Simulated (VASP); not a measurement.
# Mg (P6/mmm) in VASP: a series of runs

Runs on Mg. Level: PBE. Tasks: single point, relaxation of shape and atoms at fixed volume.

All numbers are computed with VASP 6.6.1; they aren't measurements. Logs are shortened: lines on timing, memory, paths and dates and some standing lists are left out, and cuts for length are marked.

## 1. The cell of the first run

It takes space group P6/mmm (No. 191, hexagonal). Conventional cell: a = 2.981 Å, b = 2.981 Å, c = 2.937 Å, α = 90.00°, β = 90.00°, γ = 120.00°. Mg (site symmetry 6/mmm) has 8 Mg at 2.94 to 2.98 Å within 3.9 Å.

## 2. Single point, PBE (volume scaled by 0.88)

File INCAR:

```
PREC = Accurate
ENCUT = 520
EDIFF = 1E-6
ISMEAR = -1
SIGMA = 0.1
LREAL = F
LASPH = T
NELM = 80
ALGO = Normal
ISIF = 2
LWAVE = F
LCHARG = F
GGA = PE
NBANDS = 7
```

File KPOINTS:

```
regular mesh
0
Gamma
  14 14 13
```

File POSCAR:

```
Mg
1.0
    2.9810211058      0.0000000000      0.0000000000
   -1.4905105529      2.5816400068      0.0000000000
    0.0000000000      0.0000000000      2.9370705953
Mg
1
Direct
    0.0000000000      0.0000000000      0.0000000000
```

Potentials or basis: VASP PAW PBE potentials, release 64 (Mg).

Started as:

```console
cat potpaw_PBE.64/Mg/POTCAR > POTCAR
mpirun -np 1 vasp_std > vasp.out
```

OUTCAR:

```text
PREC = Accurate
   ENCUT = 520
   EDIFF = 1E-6
   ISMEAR = -1
   LREAL = F
   LASPH = T
   NELM = 80
   ISIF = 2
   GGA = PE

 ion  position               nearest neighbor table
   1  0.000  0.000  0.000-

  LATTYP: Found a hexagonal cell.
 ALAT       =     2.9810211058
 C/A-ratio  =     0.9852565584

  Lattice vectors:

 A1 = (   2.9810211058,   0.0000000000,   0.0000000000)
 A2 = (  -1.4905105529,   2.5816400068,   0.0000000000)
 A3 = (   0.0000000000,   0.0000000000,   2.9370705953)

Analysis of symmetry for initial positions (statically):
=====================================================================
 Subroutine PRICEL returns:
 Original cell was already a primitive cell.

 Routine SETGRP: Setting up the symmetry group for a
 hexagonal supercell.

 Subroutine GETGRP returns: Found 24 space group operations
 (whereof 24 operations were pure point group operations)
 out of a pool of 24 trial point group operations.

The static configuration has the point symmetry D_6h.

Analysis of symmetry for dynamics (positions and initial velocities):
=====================================================================
 Subroutine PRICEL returns:
 Original cell was already a primitive cell.

 Routine SETGRP: Setting up the symmetry group for a
 hexagonal supercell.

 Subroutine GETGRP returns: Found 24 space group operations
 (whereof 24 operations were pure point group operations)
 out of a pool of 24 trial point group operations.

The dynamic configuration has the point symmetry D_6h.

 Subroutine INISYM returns: Found 24 space group operations
 (whereof 24 operations are pure point group operations),
 and found     1 'primitive' translations

----------------------------------------------------------------------------------------

                                     Primitive cell

  volume of cell :      22.6035

  direct lattice vectors                    reciprocal lattice vectors
     2.981021106  0.000000000  0.000000000     0.335455525  0.193675338  0.000000000
    -1.490510553  2.581640007  0.000000000     0.000000000  0.387350675  0.000000000
     0.000000000  0.000000000  2.937070595     0.000000000  0.000000000  0.340475303

  length of vectors
     2.981021106  2.981021106  2.937070595     0.387350675  0.387350675  0.340475303

  position of ions in fractional coordinates (direct lattice)
     0.000000000  0.000000000  0.000000000

  ion indices of the primitive-cell ions
   primitive index   ion index
                 1           1

----------------------------------------------------------------------------------------

 KPOINTS: regular mesh

Automatic generation of k-mesh.
 Grid dimensions read from file:
 generate k-points for:   14   14   13

 Generating k-lattice:

  Cartesian coordinates                     Fractional coordinates (reciprocal lattice)
     0.023961109  0.013833953  0.000000000     0.071428571 -0.000000000  0.000000000
     0.000000000  0.027667905  0.000000000     0.000000000  0.071428571  0.000000000
     0.000000000  0.000000000  0.026190408     0.000000000  0.000000000  0.076923077

  Length of vectors
     0.027667905  0.027667905  0.026190408

  Shift w.r.t. Gamma in fractional coordinates (k-lattice)
     0.000000000  0.000000000  0.000000000

 Subroutine IBZKPT returns following result:
 ===========================================

 Found    168 irreducible k-points:

 Following reciprocal coordinates:
            Coordinates               Weight
  0.000000  0.000000  0.000000      1.000000
  0.071429  0.000000  0.000000      6.000000
  0.142857  0.000000  0.000000      6.000000
  0.214286  0.000000  0.000000      6.000000
  0.285714  0.000000  0.000000      6.000000
  0.357143  0.000000  0.000000      6.000000
[... 16 lines left out ...]
  0.285714  0.285714  0.000000      6.000000
  0.357143  0.285714  0.000000      6.000000
 [... further k-points ...]
   k-points           NKPTS =    168   k-points in BZ     NKDIM =    168   number of bands    NBANDS=      7
   number of dos      NEDOS =    301   number of ions     NIONS =      1
   total plane-waves  NPLWV =  13824
   dimension x,y,z NGX =    24 NGY =   24 NGZ =   24
   dimension x,y,z NGXF=    48 NGYF=   48 NGZF=   48
   ions per type =               1
   NGX,Y,Z   is equivalent  to a cutoff of  13.38, 13.38, 13.58 a.u.
   NGXF,Y,Z  is equivalent  to a cutoff of  26.77, 26.77, 27.17 a.u.
 SYSTEM =  unknown system
   PREC   = accura    normal or accurate (medium, high low for compatibility)
   ISTART =      0    job   : 0-new  1-cont  2-samecut
   ICHARG =      2    charge: 1-file 2-atom 10-const
   ISPIN  =      1    spin polarized calculation?
   LNONCOLLINEAR =      F non collinear calculations
   LSORBIT =      F    spin-orbit coupling
   LASPH  =      T    aspherical Exc in radial PAW
   ENCUT  =  520.0 eV  38.22 Ry    6.18 a.u.   5.54  5.54  5.46*2*pi/ulx,y,z
   NELM   =     80;   NELMIN=  2; NELMDL= -5     # of ELM steps
   EDIFF  = 0.1E-05   stopping-criterion for ELM
   LREAL  =      F    real-space projection
   EDIFFG = 0.1E-04   stopping-criterion for IOM
   NSW    =      0    number of steps for IOM
   IBRION =     -1    ionic relax: 0-MD 1-quasi-New 2-CG
   NFREE  =      0    steps in history (QN), initial steepest desc. (CG)
   ISIF   =      2    stress and relaxation
   ISYM   =      2    0-nonsym 1-usesym 2-fastsym
   POTIM  = 0.5000    time-step for ionic-motion
   TEBEG  =    0.0;   TEEND  =   0.0 temperature during run
   PSTRESS=    0.0 pullay stress
   NELECT =       2.0000    total number of electrons
   NUPDOWN=      -1.0000    fix difference up-down
   EMIN   =  10.00;   EMAX   =-10.00  energy-range for DOS
   EFERMI =   0.00;   METHOD = LEGACY
   ISMEAR =    -1;   SIGMA  =   0.10  broadening in eV -4-tet -1-fermi 0-gaus
   EFERMI_NEDOS =   21; number of points for ismear=-14 and -15
   IALGO  =     38    algorithm
   IMIX   =      4    mixing-type and parameters
     AMIX     =   0.40;   BMIX     =  1.00
     AMIX_MAG =   1.60;   BMIX_MAG =  1.00
  volume/ion in A,a.u.               =      22.60       152.54
  Fermi-wavevector in a.u.,A,eV,Ry     =   0.729502  1.378559  7.240655  0.532173
  Thomas-Fermi vector in A             =   1.821240
   LORBIT       =      0    0 simple, 1 ext, 2 COOP (PROOUT), +10 PAW based schemes
   GGA     = PE    functional components
   LHFCALC =     F    Hartree Fock is set to
   AEXX    =    0.0000 exact exchange contribution
   IVDW    =     0    specifies the selected vdW correction
   LEPSILON=     F    determine dielectric tensor
   LRPA    =     F    only Hartree local field effects (RPA)
 non-spin polarized calculation
  energy-cutoff  :      520.00
  volume of cell :       22.60
 maximum number of plane-waves:       634
 NGX is ok and might be reduce to    24
   NGX = 11   NGY = 11   NGZ = 11

 number of electron       2.0000000 magnetization

 Free energy of the ion-electron system (eV)
  ---------------------------------------------------
  ext. energy  EPLUGINS =         0.00000000
  ---------------------------------------------------
  free energy    TOTEN  =        -1.24818712 eV

  energy without entropy =       -1.23242008  energy(sigma->0) =       -1.24030360

 E-fermi :   2.6979     XC(G=0):  -8.5204

 val. band max:        2.6838470907   @ k =   0.3571   0.2143   0.3077
 cond. band min:       2.6995772481   @ k =   0.3571   0.2857   0.0000
 fundamental gap:      0.0157301574
 Fermi energy:         2.6979112248

 k-point     1 :       0.0000    0.0000    0.0000
  band No.  band energies     occupation
      1      -4.2985      2.00000
      2      11.1441      0.00000
      3      12.2713      0.00000
      4      15.6437      0.00000
      5      15.6437      0.00000
      6      17.0717      0.00000
      7      17.0717      0.00000

 k-point     2 :       0.0714    0.0000    0.0000
  band No.  band energies     occupation
      1      -4.1830      2.00000
      2      11.1130      0.00000
      3      12.3648      0.00000
      4      13.9541      0.00000
      5      14.9444      0.00000
      6      16.9382      0.00000
      7      17.9656      0.00000

 k-point     3 :       0.1429    0.0000    0.0000
  band No.  band energies     occupation
      1      -3.8372      2.00000
      2      10.6064      0.00000
      3      12.1309      0.00000
      4      12.6457      0.00000
      5      13.9898      0.00000
      6      16.4007      0.00000
      7      19.5022      0.00000

 k-point     4 :       0.2143    0.0000    0.0000
  band No.  band energies     occupation
      1      -3.2639      2.00000
      2       8.7522      0.00000
      3      11.7015      0.00000
      4      13.1144      0.00000
      5      13.1727      0.00000
      6      16.0776      0.00000
      7      21.2802      0.00000

 k-point     5 :       0.2857    0.0000    0.0000
  band No.  band energies     occupation
      1      -2.4676      2.00000
      2       6.6545      0.00000
      3      11.5600      0.00000
      4      12.5307      0.00000
      5      13.7708      0.00000
      6      16.1989      0.00000
      7      21.9025      0.00000
[... 161 lines left out ...]
 k-point    22 :       0.3571    0.2143    0.0000
  band No.  band energies     occupation
      1       1.1573      2.00000
      2       2.7668      0.66876
      3       5.8394      0.00000
      4      16.8058      0.00000
      5      17.0044      0.00000
      6      18.4609      0.00000
      7      19.1527      0.00000

 k-point    23 :       0.2857    0.2857    0.0000
  band No.  band energies     occupation
      1       1.0629      2.00000
      2       3.7854      0.00004
      3       4.6154      0.00000
      4      16.7719      0.00000
      5      17.5242      0.00000
      6      19.3591      0.00000
      7      19.8919      0.00000

 k-point    24 :       0.3571    0.2857    0.0000
  band No.  band energies     occupation
      1       2.2076      1.98526
      2       2.6996      0.99167
      3       4.2567      0.00000
      4      17.7128      0.00000
      5      18.3676      0.00000
      6      18.4532      0.00000
      7      19.5928      0.00000

 [... further k-points ...]

------------------------ aborting loop because EDIFF is reached ----------------------------------------

  FORCE on cell =-STRESS in cart. coord.  units (eV):
  Direction    XX          YY          ZZ          XY          YZ          ZX
  --------------------------------------------------------------------------------------
  -------------------------------------------------------------------------------------
  Total        0.5922642      0.5922642      0.5951606      0.0000000      0.0000000      0.0000000
  in kB       41.9808205     41.9808205     42.1861243      0.0000000      0.0000000      0.0000000
  external PRESSURE =      42.0492551 kB  Pullay stress =       0.0000000 kB

 VOLUME and BASIS-vectors are now :
 -----------------------------------------------------------------------------
  energy-cutoff  :      520.00
  volume of cell :       22.60
      direct lattice vectors                 reciprocal lattice vectors
     2.981021106  0.000000000  0.000000000     0.335455525  0.193675338  0.000000000
    -1.490510553  2.581640007  0.000000000     0.000000000  0.387350675  0.000000000
     0.000000000  0.000000000  2.937070595     0.000000000  0.000000000  0.340475303

 POSITION                                       TOTAL-FORCE (eV/Angst)
 -----------------------------------------------------------------------------------
      0.00000      0.00000      0.00000        -0.000000      0.000000      0.000000
 -----------------------------------------------------------------------------------
    total drift:                                0.000000      0.000000      0.000000

  FREE ENERGIE OF THE ION-ELECTRON SYSTEM (eV)
  ---------------------------------------------------
  free  energy   TOTEN  =        -1.2481871151 eV

  energy  without entropy=       -1.2324200840  energy(sigma->0) =       -1.24030360
```

It took 10 s on 1 thread of Intel Xeon Platinum 8259CL at 2.50GHz (Skylake/Cascade Lake), shared host; peak memory 0.15 GiB.

What came out:

- Free energy: -1.2482 eV
- Pressure: 4.2 GPa
- Band gap on the k mesh: zero (band 1 reaches 5.35 eV, above the bottom of band 2 at 0.67 eV)

[end of part 1 of 3]
